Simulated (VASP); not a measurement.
The system is CuH5.

```
Cu H
1.0
     0.00000    2.95890    2.95890
     2.95890    0.00000    2.95890
     2.95890    2.95890    0.00000
Cu H
1 5
Direct
  0.00000 0.00000 0.00000
  0.12500 0.62500 0.62500
  0.62500 0.62500 0.62500
  0.62500 0.12500 0.62500
  0.62500 0.62500 0.12500
  0.25000 0.25000 0.25000
```

```yaml
Program: VASP 6.6.1
Task: relaxation of cell and atoms
Functional: PBE
Potentials_or_basis: VASP PAW PBE potentials, release 64 (Cu, H)
Cutoff: 600 eV
k_mesh: 6 × 6 × 6
Occupations: gaussian, width 0.1 eV
Spin: no spin polarisation
```

At the start: pressure -20.4 GPa; volume 8.64 Å³/atom.

Problem. Where does the relaxation end?

Solution. Over 12 steps the energy falls by 431.9 meV/atom and the volume is 4.78 Å³/atom (-44.7 %); space group F-43m (No. 216, to 0.05 Å).

Step by step:
```csv
step,energy change (eV),largest force (eV/Å),pressure (GPa),volume (Å³)
1,0.0000,0.0498,-20.41,51.81
2,-1.0157,0.1005,-20.27,43.99
3,-2.3443,0.3170,16.09,25.32
4,-2.4311,0.2236,-7.12,30.42
5,-2.4794,0.2505,-0.94,28.56
6,-2.4798,0.2567,0.64,28.18
7,-2.4979,0.2381,0.76,28.12
8,-2.5403,0.1470,1.57,27.91
9,-2.5741,0.0075,4.84,27.52
10,-2.5868,0.0966,1.58,28.45
11,-2.5868,0.0952,1.58,28.43
12,-2.5912,0.0304,0.40,28.67
```

Final structure:
```
CELL_PARAMETERS angstrom
0.00000 2.42912 2.42912
2.42912 0.00000 2.42912
2.42912 2.42912 0.00000
ATOMIC_POSITIONS crystal
Cu 0.00000 0.00000 0.00000
H 0.19902 0.60033 0.60033
H 0.60033 0.60033 0.60033
H 0.60033 0.19902 0.60033
H 0.60033 0.60033 0.19902
H 0.25000 0.25000 0.25000
```

Caveat: the volume moved by over 15 % at a fixed basis, so the end points are rough.
